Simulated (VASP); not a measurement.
# BN (CsCl type): single point with PBE

The system is BN (CsCl type).

```
B N
1.0
     2.24026    0.00000    0.00000
     0.00000    2.24026    0.00000
     0.00000    0.00000    2.24026
B N
1 1
Direct
  0.00000 0.00000 0.00000
  0.50000 0.50000 0.50000
```

- Program: VASP 6.6.1
- Task: single point
- Functional: PBE
- Potentials or basis: VASP PAW PBE potentials, release 64 (B, N)
- Cutoff: 520 eV
- k mesh: 14 × 14 × 14
- Occupations: fermi-dirac, width 0.1 eV
- Spin: no spin polarisation

The pressure is 31.9 GPa and the band gap on the k mesh is zero (band 4 reaches 11.55 eV, above the bottom of band 5 at 7.99 eV).

Levels at points of the mesh, in eV from the Fermi level:
```csv
k point,band 1,band 2,band 3,band 4,band 5,band 6,band 7,band 8
"(0.00, 0.00, 0.00)",-22.56,-2.36,-2.36,-2.36,2.86,12.15,12.15,12.15
"(0.50, 0.00, 0.00)",-18.43,-13.79,0.58,0.58,5.10,7.38,7.38,8.42
"(0.50, 0.50, 0.00)",-13.96,-10.49,-10.49,-3.63,1.81,9.28,9.28,9.80
"(0.50, 0.50, 0.50)",-10.84,-5.53,-5.53,-5.53,-1.81,-1.81,-1.81,4.15
```

Wall time 6.6 s on 1 thread of Intel(R) Xeon(R) Platinum 8488C (Sapphire Rapids), with other jobs on the host, peak memory 0.12 GiB.
